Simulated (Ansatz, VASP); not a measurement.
# One calculation of Ag, two programs

```
CELL_PARAMETERS angstrom
-1.68049 1.65565 1.68049
1.63082 -1.65565 1.63082
1.68049 1.65565 -1.68049
ATOMIC_POSITIONS crystal
Ag 0.00000 0.00000 0.00000
```

Change from the starting cell: strain -0.0300 x Voigt [0, 0, 0, 0, 1, 0], atoms carried along.

Alike in both runs: task single point; functional r2SCAN; k mesh 20 × 20 × 20; occupations gaussian, width 0.15 eV; no spin polarisation.

```csv
,VASP,Ansatz
version,VASP 6.6.1,Ansatz 0.2.0
potentials or method,"VASP PAW PBE potentials, release 64 (Ag), cutoff 520 eV","scalar-relativistic, plane waves, PAW"
valence electrons in the cell,11,19
```

```tsv
	VASP	Ansatz	Ansatz less VASP
gap on the k mesh at the Fermi level (eV)	none	none	-
pressure (GPa)	-3.4	-3.5	-0.09
traceless stress, the component that is largest in VASP (GPa)	1.15	1.13	-0.016
```

VASP's potentials were made for PBE, not for r2SCAN. A gap of «none» marks a metal or a gap that the smearing closes. VASP's potentials hold 11 valence electrons a cell and Ansatz's 19, so a difference there can come from the potentials and not from the codes.
